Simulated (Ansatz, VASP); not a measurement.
**Two plane-wave programs on MnPt2**

```
Pt Mn
1.0
     2.85840    0.00000    0.00000
    -1.42920    2.47545    0.00000
     0.00000    0.00000    6.53250
Pt Mn
2 1
Direct
  0.66667 0.33333 0.31621
  0.33333 0.66667 0.68379
  0.00000 0.00000 0.00000
```

Alike in both runs: functional BLYP; k mesh 11 × 11 × 4; occupations fermi-dirac, width 0.05 eV; collinear spin.

```csv
,VASP,Ansatz
version,VASP 6.6.1,Ansatz 0.2.0
potentials or method,"VASP PAW PBE potentials, release 64 (Pt, Mn_pv)",Ansatz PAW
plane-wave cutoff (eV),520,420
valence electrons in the cell,33,51
task,single point,band structure
```

Ansatz gave:

```
gap on the k mesh at the Fermi level (eV)                     : none
pressure (GPa)                                                : 9.4
traceless stress, the component that is largest in VASP (GPa) : 0.72
rms of the force components (eV/Å)                            : 0.085
net moment per atom (μB)                                      : 1.47
size of the moment on the site where the two differ most (μB) : 3.66
```

Question: What did VASP give for the same quantities?

Answer: gap on the k mesh at the Fermi level (eV): none; pressure (GPa): 10.2; traceless stress, the component that is largest in VASP (GPa): 0.89; rms of the force components (eV/Å): 0.082; net moment per atom (μB): 1.47; size of the moment on the site where the two differ most (μB): 3.67.

VASP's potentials were made for PBE, not for BLYP. Site moments also hang on the region over which each program counts them. Atom by atom the forces differ by 0.003 eV/Å (rms over components). A gap of «none» marks a metal or a gap that the smearing closes. VASP's potentials hold 33 valence electrons a cell and Ansatz's 51, so a difference there can come from the potentials and not from the codes.

Neither program's run includes spin-orbit coupling.
